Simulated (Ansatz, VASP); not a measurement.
# Mg2Ir: VASP beside Ansatz

```xyz
3
Lattice="1.4841 0.8568 6.8726 -1.4841 0.8568 6.8726 0.0000 -1.7136 6.8726" Properties=species:S:1:pos:R:3 pbc="T T T"
Mg    0.0000    0.0000   15.8259
Mg    0.0000    0.0000    4.7920
Ir    0.0000    0.0000    0.0000
```

Alike in both runs: functional PBE; k mesh 18 × 18 × 18; occupations gaussian, width 0.1 eV; no spin polarisation.

Ansatz relaxed the structure, and its values are those at the end. VASP's run is a single point on that final structure, the one shown.

|  | VASP | Ansatz |
| --- | --- | --- |
| version | VASP 6.6.1 | Ansatz 0.2.0 |
| potentials or method | VASP PAW PBE potentials, release 64 (Mg, Ir), cutoff 520 eV | scalar-relativistic, plane waves, PAW |
| valence electrons in the cell | 13 | 37 |

Ansatz gave:

```
gap on the k mesh at the Fermi level (eV) : none
pressure (GPa)                            : 0.0
```

Estimate VASP's values.

gap on the k mesh at the Fermi level (eV): none; pressure (GPa): -0.1.

A gap of «none» marks a metal or a gap that the smearing closes. The functional is the same, so the differences come from potentials, cutoffs and numerics. VASP's potentials hold 13 valence electrons a cell and Ansatz's 37, so a difference there can come from the potentials and not from the codes.

Neither program's run includes spin-orbit coupling.
